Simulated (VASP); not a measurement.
# AlN (P6_3mc) in VASP: notebook

AlN is run at these levels: r2SCAN; tasks: single point.

All numbers are computed with VASP 6.6.1; they aren't measurements. Logs are shortened: lines on timing, memory, paths and dates and some standing lists are left out, and cuts for length are marked.

## 1. The cell of the first run

Symmetry: P6_3mc, No. 186, hexagonal system. The conventional cell has a = 3.355 Å, b = 3.355 Å, c = 5.377 Å, α = 90.00°, β = 90.00°, γ = 120.00°. Within 2.7 Å of Al (site symmetry 3m) lie 4 N at 2.04 to 2.05 Å. N (site symmetry 3m) has 4 Al at 2.04 to 2.05 Å within 2.7 Å.

## 2. Single point, r2SCAN (strain +0.080 along x and y, +0.080 along z)

File POSCAR:

```
AlN
1.0
    3.3551985653      0.0000000000      0.0000000000
   -1.6775992826      2.9056871923      0.0000000000
    0.0000000000      0.0000000000      5.3766772303
Al N
2 2
Direct
    0.3333333333      0.6666666667      0.0016929024
    0.6666666667      0.3333333333      0.5016929024
    0.3333333333      0.6666666667      0.3833070976
    0.6666666667      0.3333333333      0.8833070976
```

File INCAR.step1:

```
PREC = Accurate ; ENCUT = 520
ISMEAR = 0 ; SIGMA = 0.05
LREAL = False ; LASPH = True
NELM = 100 ; NBANDS = 16
GGA = PE ; ALGO = Normal
EDIFF = 1E-4 ; LWAVE = True
LCHARG = False
```

File INCAR.step2:

```
PREC = Accurate ; ENCUT = 520
EDIFF = 1E-7 ; ISMEAR = 0
SIGMA = 0.05 ; LREAL = False
LASPH = True ; NELM = 100
ALGO = Normal ; ISIF = 2
LWAVE = False ; LCHARG = False
METAGGA = R2SCAN ; LMIXTAU = True
NBANDS = 16 ; ISTART = 1
```

File KPOINTS:

```
Automatic mesh
0
Gamma
  12 12 6
```

Potentials or basis: VASP PAW PBE potentials, release 64 (Al, N).

On the command line:

```sh
cat potpaw_PBE.64/Al/POTCAR potpaw_PBE.64/N/POTCAR > POTCAR
cp INCAR.step1 INCAR
mpirun -np 1 vasp_std > vasp.out
cp INCAR.step2 INCAR
mpirun -np 1 vasp_std > vasp.out
```

OUTCAR:

```text
PREC = Accurate
   ENCUT = 520
   EDIFF = 1E-7
   ISMEAR = 0
   LREAL = False
   LASPH = True
   NELM = 100
   ISIF = 2
   METAGGA = R2SCAN
   ISTART = 1

 ion  position               nearest neighbor table
   1  0.333  0.667  0.002-   4 2.04   4 2.04   4 2.04   3 2.05   2 3.31   2 3.31   2 3.31   2 3.31
                             2 3.31   2 3.31
   2  0.667  0.333  0.502-   3 2.04   3 2.04   3 2.04   4 2.05   1 3.31   1 3.31   1 3.31   1 3.31
                             1 3.31   1 3.31
   3  0.333  0.667  0.383-   2 2.04   2 2.04   2 2.04   1 2.05
   4  0.667  0.333  0.883-   1 2.04   1 2.04   1 2.04   2 2.05

  LATTYP: Found a hexagonal cell.
 ALAT       =     3.3551985653
 C/A-ratio  =     1.6024915145

  Lattice vectors:

 A1 = (   3.3551985653,   0.0000000000,   0.0000000000)
 A2 = (  -1.6775992826,   2.9056871923,   0.0000000000)
 A3 = (   0.0000000000,   0.0000000000,   5.3766772303)

Analysis of symmetry for initial positions (statically):
=====================================================================
 Subroutine PRICEL returns:
 Original cell was already a primitive cell.

 Routine SETGRP: Setting up the symmetry group for a
 hexagonal supercell.

 Subroutine GETGRP returns: Found 12 space group operations
 (whereof  6 operations were pure point group operations)
 out of a pool of 24 trial point group operations.

The static configuration has the point symmetry C_3v.
 The point group associated with its full space group is C_6v.

Analysis of symmetry for dynamics (positions and initial velocities):
=====================================================================
 Subroutine PRICEL returns:
 Original cell was already a primitive cell.

 Routine SETGRP: Setting up the symmetry group for a
 hexagonal supercell.

 Subroutine GETGRP returns: Found 12 space group operations
 (whereof  6 operations were pure point group operations)
 out of a pool of 24 trial point group operations.

The dynamic configuration has the point symmetry C_3v.
 The point group associated with its full space group is C_6v.

 Subroutine INISYM returns: Found 12 space group operations
 (whereof  6 operations are pure point group operations),
 and found     1 'primitive' translations

----------------------------------------------------------------------------------------

                                     Primitive cell

  volume of cell :      52.4181

  direct lattice vectors                    reciprocal lattice vectors
     3.355198565  0.000000000  0.000000000     0.298044953  0.172076334  0.000000000
    -1.677599283  2.905687192  0.000000000     0.000000000  0.344152668  0.000000000
     0.000000000  0.000000000  5.376677230     0.000000000  0.000000000  0.185988475

  length of vectors
     3.355198565  3.355198565  5.376677230     0.344152668  0.344152668  0.185988475

  position of ions in fractional coordinates (direct lattice)
     0.333333333  0.666666667  0.001692902
     0.666666667  0.333333333  0.501692902
     0.333333333  0.666666667  0.383307098
     0.666666667  0.333333333  0.883307098

  ion indices of the primitive-cell ions
   primitive index   ion index
                 1           1
                 2           2
                 3           3
                 4           4

----------------------------------------------------------------------------------------

 KPOINTS: Automatic mesh

Automatic generation of k-mesh.
 Grid dimensions read from file:
 generate k-points for:   12   12    6

 Generating k-lattice:

  Cartesian coordinates                     Fractional coordinates (reciprocal lattice)
     0.024837079  0.014339695  0.000000000     0.083333333  0.000000000  0.000000000
     0.000000000  0.028679389  0.000000000     0.000000000  0.083333333  0.000000000
     0.000000000  0.000000000  0.030998079     0.000000000  0.000000000  0.166666667

  Length of vectors
     0.028679389  0.028679389  0.030998079

  Shift w.r.t. Gamma in fractional coordinates (k-lattice)
     0.000000000  0.000000000  0.000000000

 Subroutine IBZKPT returns following result:
 ===========================================

 Found     76 irreducible k-points:

 Following reciprocal coordinates:
            Coordinates               Weight
  0.000000  0.000000  0.000000      1.000000
  0.083333  0.000000  0.000000      6.000000
  0.166667  0.000000  0.000000      6.000000
  0.250000  0.000000  0.000000      6.000000
  0.333333  0.000000  0.000000      6.000000
  0.416667  0.000000  0.000000      6.000000
[... 16 lines left out ...]
  0.250000  0.000000  0.166667     12.000000
  0.333333  0.000000  0.166667     12.000000
 [... further k-points ...]
   k-points           NKPTS =     76   k-points in BZ     NKDIM =     76   number of bands    NBANDS=     16
   number of dos      NEDOS =    301   number of ions     NIONS =      4
   total plane-waves  NPLWV =  31360
   dimension x,y,z NGX =    28 NGY =   28 NGZ =   40
   dimension x,y,z NGXF=    56 NGYF=   56 NGZF=   80
   ions per type =               2   2
   NGX,Y,Z   is equivalent  to a cutoff of  13.87, 13.87, 12.37 a.u.
   NGXF,Y,Z  is equivalent  to a cutoff of  27.75, 27.75, 24.74 a.u.
 SYSTEM =  unknown system
   PREC   = accura    normal or accurate (medium, high low for compatibility)
   ISTART =      1    job   : 0-new  1-cont  2-samecut
   ICHARG =      0    charge: 1-file 2-atom 10-const
   ISPIN  =      1    spin polarized calculation?
   LNONCOLLINEAR =      F non collinear calculations
   LSORBIT =      F    spin-orbit coupling
   LASPH  =      T    aspherical Exc in radial PAW
   ENCUT  =  520.0 eV  38.22 Ry    6.18 a.u.   6.24  6.24 10.00*2*pi/ulx,y,z
   NELM   =    100;   NELMIN=  2; NELMDL=  0     # of ELM steps
   EDIFF  = 0.1E-06   stopping-criterion for ELM
   LREAL  =      F    real-space projection
   EDIFFG = 0.1E-05   stopping-criterion for IOM
   NSW    =      0    number of steps for IOM
   IBRION =     -1    ionic relax: 0-MD 1-quasi-New 2-CG
   NFREE  =      0    steps in history (QN), initial steepest desc. (CG)
   ISIF   =      2    stress and relaxation
   ISYM   =      2    0-nonsym 1-usesym 2-fastsym
   POTIM  = 0.5000    time-step for ionic-motion
   TEBEG  =    0.0;   TEEND  =   0.0 temperature during run
   PSTRESS=    0.0 pullay stress
   NELECT =      16.0000    total number of electrons
   NUPDOWN=      -1.0000    fix difference up-down
   EMIN   =  10.00;   EMAX   =-10.00  energy-range for DOS
   EFERMI =   0.00;   METHOD = LEGACY
   ISMEAR =     0;   SIGMA  =   0.05  broadening in eV -4-tet -1-fermi 0-gaus
   EFERMI_NEDOS =   21; number of points for ismear=-14 and -15
   IALGO  =     38    algorithm
   IMIX   =      4    mixing-type and parameters
     AMIX     =   0.40;   BMIX     =  1.00
     AMIX_MAG =   1.60;   BMIX_MAG =  1.00
  volume/ion in A,a.u.               =      13.10        88.43
  Fermi-wavevector in a.u.,A,eV,Ry     =   1.102270  2.082987 16.531053  1.214998
  Thomas-Fermi vector in A             =   2.238710
   LORBIT       =      0    0 simple, 1 ext, 2 COOP (PROOUT), +10 PAW based schemes
   METAGGA = R2SCAN    functional components
   LHFCALC =     F    Hartree Fock is set to
   AEXX    =    0.0000 exact exchange contribution
   IVDW    =     0    specifies the selected vdW correction
   LEPSILON=     F    determine dielectric tensor
   LRPA    =     F    only Hartree local field effects (RPA)
 non-spin polarized calculation
 Gauss-broadening in eV      SIGMA  =   0.05
  energy-cutoff  :      520.00
  volume of cell :       52.42
 maximum number of plane-waves:      1432
 NGX is ok and might be reduce to    28
   NGX = 13   NGY = 13   NGZ = 19

 number of electron      16.0000002 magnetization

 Free energy of the ion-electron system (eV)
  ---------------------------------------------------
  ext. energy  EPLUGINS =         0.00000000
  ---------------------------------------------------
  free energy    TOTEN  =       -37.17355622 eV

  energy without entropy =      -37.17355622  energy(sigma->0) =      -37.17355622

 E-fermi :   4.1219     XC(G=0): -10.4132

 val. band max:        3.9186336693   @ k =   0.0000   0.0000   0.0000
 cond. band min:       6.8370969092   @ k =   0.0000   0.0000   0.0000
 fundamental gap:      2.9184632400
 Fermi energy:         4.1219149629

 k-point     1 :       0.0000    0.0000    0.0000
  band No.  band energies     occupation
      1     -10.7970      2.00000
      2      -9.3093      2.00000
      3      -1.1884      2.00000
      4       3.1431      2.00000
      5       3.1431      2.00000
      6       3.7424      2.00000
[... 8 lines left out ...]
     15      15.8628      0.00000
     16      15.8628      0.00000

 k-point     2 :       0.0833    0.0000    0.0000
  band No.  band energies     occupation
      1     -10.7306      2.00000
      2      -9.2739      2.00000
      3      -1.0998      2.00000
      4       2.7795      2.00000
      5       3.0473      2.00000
      6       3.3059      2.00000
[... 8 lines left out ...]
     15      15.8012      0.00000
     16      15.9647      0.00000

 k-point     3 :       0.1667    0.0000    0.0000
  band No.  band energies     occupation
      1     -10.5390      2.00000
      2      -9.1781      2.00000
      3      -0.8406      2.00000
      4       1.8989      2.00000
      5       2.4718      2.00000
      6       2.8164      2.00000
[... 8 lines left out ...]
     15      15.5083      0.00000
     16      16.0050      0.00000

 k-point     4 :       0.2500    0.0000    0.0000
  band No.  band energies     occupation
      1     -10.2465      2.00000
      2      -9.0537      2.00000
      3      -0.4354      2.00000
      4       0.9003      2.00000
      5       1.6204      2.00000
      6       2.5455      2.00000
[... 8 lines left out ...]
     15      15.0088      0.00000
     16      16.3253      0.00000
[... 324 lines left out ...]
 k-point    22 :       0.1667    0.0000    0.1667
  band No.  band energies     occupation
      1     -10.4641      2.00000
      2      -9.2918      2.00000
      3      -0.6281      2.00000
      4       1.9302      2.00000
      5       2.2859      2.00000
      6       2.8666      2.00000
[... 8 lines left out ...]
     15      15.3416      0.00000
     16      15.9240      0.00000

 k-point    23 :       0.2500    0.0000    0.1667
  band No.  band energies     occupation
      1     -10.1785      2.00000
      2      -9.1489      2.00000
      3      -0.3570      2.00000
      4       1.0050      2.00000
      5       1.5187      2.00000
      6       2.6031      2.00000
[... 8 lines left out ...]
     15      15.1910      0.00000
     16      16.3075      0.00000

 k-point    24 :       0.3333    0.0000    0.1667
  band No.  band energies     occupation
      1      -9.8420      2.00000
      2      -9.0217      2.00000
      3      -0.3636      2.00000
      4       0.4090      2.00000
      5       1.0254      2.00000
      6       2.3699      2.00000
[... 8 lines left out ...]
     15      15.2339      0.00000
     16      16.9999      0.00000

 [... further k-points ...]
[... 5 lines left out ...]
  --------------------------------------------------------------------------------------
  -------------------------------------------------------------------------------------
  Total      -10.4830286    -10.4830286     -9.8041372     -0.0000000      0.0000000     -0.0000000
  in kB     -320.4175525   -320.4175525   -299.6669933     -0.0000000      0.0000000     -0.0000000
  external PRESSURE =    -313.5006994 kB  Pullay stress =       0.0000000 kB

 VOLUME and BASIS-vectors are now :
 -----------------------------------------------------------------------------
  energy-cutoff  :      520.00
  volume of cell :       52.42
      direct lattice vectors                 reciprocal lattice vectors
     3.355198565  0.000000000  0.000000000     0.298044953  0.172076334  0.000000000
    -1.677599283  2.905687192  0.000000000     0.000000000  0.344152668  0.000000000
     0.000000000  0.000000000  5.376677230     0.000000000  0.000000000  0.185988475

 POSITION                                       TOTAL-FORCE (eV/Angst)
 -----------------------------------------------------------------------------------
     -0.00000      1.93712      0.00910         0.000000     -0.000000      0.069541
      1.67760      0.96856      2.69744        -0.000000      0.000000      0.069541
     -0.00000      1.93712      2.06092         0.000000      0.000000     -0.069541
      1.67760      0.96856      4.74926        -0.000000      0.000000     -0.069541
 -----------------------------------------------------------------------------------
    total drift:                                0.000000      0.000000     -0.020095

  FREE ENERGIE OF THE ION-ELECTRON SYSTEM (eV)
  ---------------------------------------------------
  free  energy   TOTEN  =       -37.1735562216 eV

  energy  without entropy=      -37.1735562216  energy(sigma->0) =      -37.17355622
```

Wall time 2 min (1 thread of AMD EPYC 9R45 (Zen 5), shared host); peak memory 0.17 GiB.

Results:

| Quantity | Value |
| --- | --- |
| Free energy | -37.1736 eV |
| Pressure | -31.4 GPa |
| Largest force | 0.070 eV/Å |
| Band gap on the k mesh | 2.92 eV, direct |

Forces on the atoms (eV/Å):
```
Al   0.000  0.000  0.070
Al   0.000  0.000  0.070
N    0.000  0.000 -0.070
N    0.000  0.000 -0.070
```

Stress tensor (GPa, compression positive):
```
-32.04   0.00   0.00
  0.00 -32.04   0.00
  0.00   0.00 -29.97
```

Levels at points of the mesh, in eV from the valence-band top:
```tsv
k point	band 4	band 5	band 6	band 7	band 8	band 9	band 10	band 11	band 12	band 13
(0.00, 0.00, 0.00)	-0.78	-0.78	-0.18	-0.18	0.00	2.92	5.54	9.74	10.34	10.34
(0.50, 0.00, 0.00)	-3.74	-2.87	-1.83	-1.45	-0.64	5.69	5.83	7.06	9.46	10.36
(0.00, 0.00, 0.50)	-3.02	-0.48	-0.48	-0.48	-0.48	5.26	5.26	9.43	9.43	10.66
(0.50, 0.00, 0.50)	-4.85	-1.29	-1.29	-1.19	-1.19	5.12	5.12	8.60	8.60	10.44
```

Caveat: the cell differs from its parent crystal (strain +0.080 along x and y, +0.080 along z); the PAW data sets were made with another functional, which shifts forces and pressure a little. A k mesh can miss the band edges.

## 3. Single point, r2SCAN (strain -0.040 along x and y, -0.040 along z)

File POSCAR:

```
AlN
1.0
    2.9823987244      0.0000000000      0.0000000000
   -1.4911993622      2.5828330596      0.0000000000
    0.0000000000      0.0000000000      4.7792686516
Al N
2 2
Direct
    0.3333333333      0.6666666667      0.0016929024
    0.6666666667      0.3333333333      0.5016929024
    0.3333333333      0.6666666667      0.3833070976
    0.6666666667      0.3333333333      0.8833070976
```

File INCAR.step1:

```
ALGO     = Normal         # electronic algorithm
EDIFF    = 1E-4           # SCF threshold, eV
ENCUT    = 520            # plane-wave cutoff, eV
GGA      = PE             # functional
ISMEAR   = 0              # smearing method
LASPH    = True           # aspherical terms in the spheres
LCHARG   = False          # write CHGCAR
LREAL    = False          # projectors in reciprocal space
LWAVE    = True           # write WAVECAR
NBANDS   = 16             # bands
NELM     = 80             # most SCF steps
PREC     = Accurate       # precision mode
SIGMA    = 0.05           # smearing width, eV
```

File INCAR.step2:

```
ALGO     = Normal         # electronic algorithm
EDIFF    = 1E-7           # SCF threshold, eV
ENCUT    = 520            # plane-wave cutoff, eV
ISIF     = 2              # what is computed and relaxed
ISMEAR   = 0              # smearing method
ISTART   = 1            
LASPH    = True           # aspherical terms in the spheres
LCHARG   = False          # write CHGCAR
LMIXTAU  = True         
LREAL    = False          # projectors in reciprocal space
LWAVE    = False          # write WAVECAR
METAGGA  = R2SCAN         # meta-GGA
NBANDS   = 16             # bands
NELM     = 80             # most SCF steps
PREC     = Accurate       # precision mode
SIGMA    = 0.05           # smearing width, eV
```

File KPOINTS:

```
k-points
0
Gamma
  12 12 6
```

Potentials or basis: VASP PAW PBE potentials, release 64 (Al, N).

On the command line:

```sh
cat potpaw_PBE.64/Al/POTCAR potpaw_PBE.64/N/POTCAR > POTCAR
cp INCAR.step1 INCAR
mpirun -np 1 vasp_std > vasp.out
cp INCAR.step2 INCAR
mpirun -np 1 vasp_std > vasp.out
```

Wall time 65 s (1 thread of Intel Xeon 6975P-C (Granite Rapids), shared host); peak memory 0.17 GiB.

It converged, with:

```
Free energy            : -38.0158 eV
Pressure               : 32.5 GPa
Largest force          : 0.061 eV/Å
Band gap on the k mesh : 5.77 eV, indirect (least direct gap 6.10 eV)
```

Forces on the atoms (eV/Å):
```
Al   0.000  0.000 -0.061
Al   0.000  0.000 -0.061
N    0.000  0.000  0.061
N    0.000  0.000  0.061
```

Stress tensor (GPa, compression positive):
```
33.26  0.00  0.00
 0.00 33.26  0.00
 0.00  0.00 30.89
```

Levels at points of the mesh, in eV from the valence-band top:
```
           k point  band 6  band 7  band 8  band 9  band 10  band 11
(0.00, 0.00, 0.00)   -0.26   -0.26    0.00    6.10     8.70    12.72
(0.50, 0.00, 0.00)   -2.30   -1.95   -0.74    6.73     7.03    10.20
(0.00, 0.00, 0.50)   -0.61   -0.61   -0.61    8.42     8.42    12.41
(0.50, 0.00, 0.50)   -1.61   -1.51   -1.51    6.45     6.45    10.95
```

Caveat: the cell differs from its parent crystal (strain -0.040 along x and y, -0.040 along z); the PAW data sets were made with another functional, which shifts forces and pressure a little. A k mesh can miss the band edges.

(Continued in part 2 of 2.)
